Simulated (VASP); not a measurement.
Here is a VASP 6.6.1 calculation.

Contents of INCAR:

```
SYSTEM = MgI2
ALGO = Normal
EDIFF = 1E-7
ENCUT = 520
GGA = PS
ISIF = 2
ISMEAR = 0
LASPH = .TRUE.
LCHARG = .FALSE.
LREAL = .FALSE.
LWAVE = .FALSE.
NBANDS = 15
NELM = 80
PREC = Accurate
SIGMA = 0.05
```

Contents of KPOINTS:

```
k-points
0
G
  6 6 4
  0 0 0
```

POSCAR

```
MgI2
1.0
    4.0290891177      0.0000000000      0.0000000000
   -2.0145445589      3.4892935301      0.0000000000
    0.0000000000      0.0000000000      6.9649300000
Mg I
1 2
Direct
    0.0000000000      0.0000000000      0.0000000000
    0.3333333333      0.6666666667      0.7576300000
    0.6666666667      0.3333333333      0.2423700000
```

Potentials or basis: VASP PAW PBE potentials, release 64 (Mg, I).

The run is started by

```sh
$ cat potpaw_PBE.64/Mg/POTCAR potpaw_PBE.64/I/POTCAR > POTCAR
$ mpirun -np 1 vasp_std > vasp.out
```

**Question.** Predict the band gap on the k mesh.

**Answer.** 3.46 eV, indirect (least direct gap 3.79 eV).

**Question.** Predict the largest force.

**Answer.** 0.070 eV/Å.

**Question.** Estimate the pressure.

**Answer.** 1.4 GPa.

Stress tensor (GPa, compression positive):
```
1.77 0.00 0.00
0.00 1.77 0.00
0.00 0.00 0.62
```

Caveat: the cell differs from its parent crystal (strain -0.030 along x and y, +0.015 along z); the PAW data sets were made with another functional, which shifts forces and pressure a little; spin-orbit coupling is left out, which moves the levels of the heavy elements; this functional lacks dispersion, which binds the layers, so the pressure and a relaxed spacing across them are unreliable. A k mesh can miss the band edges.
